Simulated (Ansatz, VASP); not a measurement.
Pt: VASP beside Ansatz

```
Pt
1.0
     0.03671    1.95790    1.95790
     1.95790    0.03671    1.95790
     1.99461    1.99461    0.00000
Pt
1
Direct
  0.00000 0.00000 0.00000
```

Change from the starting cell: strain +0.0375 x Voigt [0, 0, 0, 0, 0, 1], atoms carried along.

Alike in both runs: task single point; functional PBEsol; k mesh 20 × 20 × 20; occupations gaussian, width 0.15 eV; no spin polarisation.

|  | VASP | Ansatz |
| --- | --- | --- |
| version | VASP 6.6.1 | Ansatz 0.2.0 |
| potentials or method | VASP PAW PBE potentials, release 64 (Pt), cutoff 520 eV | scalar-relativistic, plane waves, PAW |
| valence electrons in the cell | 10 | 18 |

Ansatz gave:

| Property | Result |
| --- | --- |
| gap on the k mesh at the Fermi level (eV) | none |
| pressure (GPa) | 1.0 |
| traceless stress, the component that is largest in VASP (GPa) | -3.13 |

Which values does VASP return?

gap on the k mesh at the Fermi level (eV): none; pressure (GPa): 0.6; traceless stress, the component that is largest in VASP (GPa): -3.16.

VASP's potentials were made for PBE, not for PBEsol. A gap of «none» marks a metal or a gap that the smearing closes. With one functional, cell and mesh, what is left measures potentials, basis and numerics. VASP's potentials hold 10 valence electrons a cell and Ansatz's 18, so a difference there can come from the potentials and not from the codes.

Neither program's run includes spin-orbit coupling.
